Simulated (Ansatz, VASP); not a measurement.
## Two plane-wave programs on BN

POSCAR

```
BN
1.0
    1.2501241101      0.7217594915      3.2533304057
   -1.2501241101      0.7217594915      3.2533304057
    0.0000000000     -1.4435189830      3.2533304057
B N
1 1
Direct
    0.9996880830      0.9996880830      0.9996880830
    0.3327449170      0.3327449170      0.3327449170
```

INCAR.step1

```
SYSTEM = BN
  PREC = Accurate
  ENCUT = 520
  EDIFF = 1E-5
  ISMEAR = 0
  SIGMA = 0.01
  LREAL = .False.
  LASPH = .True.
  NELM = 60
  ALGO = Normal
  ISIF = 2
  LWAVE = .True.
  LCHARG = .False.
  GGA = PE
  NBANDS = 11
```

The input INCAR.step2:

```
SYSTEM = BN
  PREC = Accurate
  ENCUT = 520
  EDIFF = 1E-7
  ISMEAR = 0
  SIGMA = 0.01
  LREAL = .False.
  LASPH = .True.
  NELM = 60
  ALGO = Normal
  ISIF = 2
  LWAVE = .False.
  LCHARG = .False.
  GGA = PE
  LHFCALC = .True.
  HFSCREEN = 0.2079
  PRECFOCK = Normal
  ISTART = 1
  NBANDS = 11
```

KPOINTS

```
regular mesh
0
Gamma
  8 8 8
  0 0 0
```

Input for Ansatz:

```yaml
crystal:
  lattice:
    - [1.2501241101, 0.7217594915, 3.2533304057]
    - [-1.2501241101, 0.7217594915, 3.2533304057]
    - [0.0, -1.443518983, 3.2533304057]
  atoms:
    - { symbol: B, position: [0.999688083, 0.999688083, 0.999688083] }
    - { symbol: "N", position: [0.332744917, 0.332744917, 0.332744917] }
kpoints:
  mp_grid: { grid: [8, 8, 8] }
  band_path:
    path:
      - [0.0, 0.0, 0.0]
      - [-0.5, -0.5, -0.5]
      - [-0.5, -0.1994790219, -0.8005209781]
      - [-0.1994790219, 0.1994790219, -0.5]
      - [0.0, 0.0, -0.5]
      - [0.0, 0.3497395109, -0.3497395109]
      - [-0.3497395109, 0.0, -0.6502604891]
      - [-0.5, 0.0, -0.5]
      - [-0.010417, 0.294271, -0.322917]
      - [0.0, 0.5, 0.5]
      - [-0.1595832175, 0.1595832175, -0.5]
    npoints: 1
hamiltonian:
  xc: hse06
scf:
  occupations: { method: fixed }
  n_extra_bands: 4
output:
  forces: true
  stress: true
  eigenvalues: true
```

Alike in both runs: task single point; functional HSE06; k mesh 8 × 8 × 8; no spin polarisation.

```csv
,VASP,Ansatz
version,VASP 6.6.1,Ansatz 0.2.0
potentials or method,"VASP PAW PBE potentials, release 64 (B, N)","plane waves, PAW"
plane-wave cutoff (eV),520,420
occupations,"gaussian, width 0.01 eV",fixed
valence electrons in the cell,8,8
```

```csv
,VASP,Ansatz,Ansatz less VASP
gap on the k mesh at the Fermi level (eV),5.45,5.46,+0.009
pressure (GPa),-0.3,-0.5,-0.23
"traceless stress, the component that is largest in VASP (GPa)",3.17,3.57,+0.393
```

Ansatz's warnings: stress exchange threshold loose, stress scf threshold loose.
